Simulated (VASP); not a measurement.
Set up this calculation in VASP 6.6.1, as the native input.

```
Task                   : relaxation of cell and atoms
Functional             : LDA
Potentials or basis    : VASP PAW LDA potentials, release 64 (Ba_sv, Te)
Cutoff                 : 600 eV
k mesh                 : 6 × 6 × 4
Occupations            : fermi-dirac, width 0.02 eV
Spin                   : no spin polarisation
Dipole correction      : no
Further INCAR settings : ALGO = Normal; EDIFF = 1e-07; IBRION = 2; EDIFFG = -0.005; NSW = 80; ISIF = 3
```

The structure of BaTe lies in POSCAR:

```
BaTe
1.0
    4.8950485756      0.0000000000      0.0000000000
   -2.4475242878      4.2392364192      0.0000000000
    0.0000000000      0.0000000000      8.5909516559
Ba Te
2 2
Direct
    0.0000000000      0.0000000000      0.0000000000
    0.0000000000      0.0000000000      0.5000000000
    0.3333333333      0.6666666667      0.2500000000
    0.6666666667      0.3333333333      0.7500000000
```

These files were run (other wordings do the same):

INCAR

```
SYSTEM = BaTe
ALGO = Normal
EDIFF = 1E-7
EDIFFG = -0.005
ENCUT = 600
IBRION = 2
ISIF = 3
ISMEAR = -1
LASPH = .True.
LCHARG = .False.
LREAL = .False.
LWAVE = .False.
NELM = 100
NSW = 80
PREC = Accurate
SIGMA = 0.02
```

KPOINTS

```
k-points
0
Gamma
  6 6 4
  0 0 0
```

Potentials or basis: VASP PAW LDA potentials, release 64 (Ba_sv, Te).

Launch:

```sh
$ cat potpaw_LDA.64/Ba_sv/POTCAR potpaw_LDA.64/Te/POTCAR > POTCAR
$ mpirun -np 1 vasp_std > vasp.out
```

It gave:

```
Relaxed volume                        : 41.56 Å³/atom
Relaxed cell                          : a = 4.778 Å, b = 4.778 Å, c = 8.408 Å, α = 90.00°, β = 90.00°, γ = 120.00°
Space group after relaxing (to 0.1 Å) : P6_3/mmc (No. 194)
Energy gained by relaxing             : 20.4 meV/atom
Ionic steps                           : 9
Pressure after relaxing               : 0.0 GPa
Band gap on the k mesh                : 1.41 eV (least direct gap 1.46 eV)
```

Caveat: spin-orbit coupling is left out, which moves the levels of the heavy elements.

It took 4 min on 1 thread of Intel(R) Xeon(R) 6975P-C (Granite Rapids), with other jobs on the host, peak memory 0.32 GiB.
